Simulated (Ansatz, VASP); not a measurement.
**Zn in VASP and in Ansatz**

```
Zn
1.0
     0.00000    1.96478    1.96478
     1.96478    0.00000    1.96478
     1.96478    1.96478    0.00000
Zn
1
Direct
  0.00000 0.00000 0.00000
```

Alike in both runs: functional PBEsol-based screened hybrid with a share of 0.25 of exact exchange and HFSCREEN = 0.207; k mesh 6 × 6 × 6; occupations fermi-dirac, width 0.05 eV; no spin polarisation.

|  | VASP | Ansatz |
| --- | --- | --- |
| version | VASP 6.6.1 | Ansatz 0.2.0 |
| potentials or method | VASP PAW PBE potentials, release 64 (Zn) | Ansatz PAW |
| plane-wave cutoff (eV) | 400 | 420 |
| valence electrons in the cell | 12 | 12 |
| task | single point | band structure |

```tsv
	VASP	Ansatz	Ansatz less VASP
gap on the k mesh at the Fermi level (eV)	none	none	-
pressure (GPa)	-4.9	-4.1	+0.79
```

VASP's potentials were made for PBE, not for PBEsol-based screened hybrid. A gap of «none» marks a metal or a gap that the smearing closes.

The k mesh is coarse, so the values compare programs but aren't converged.
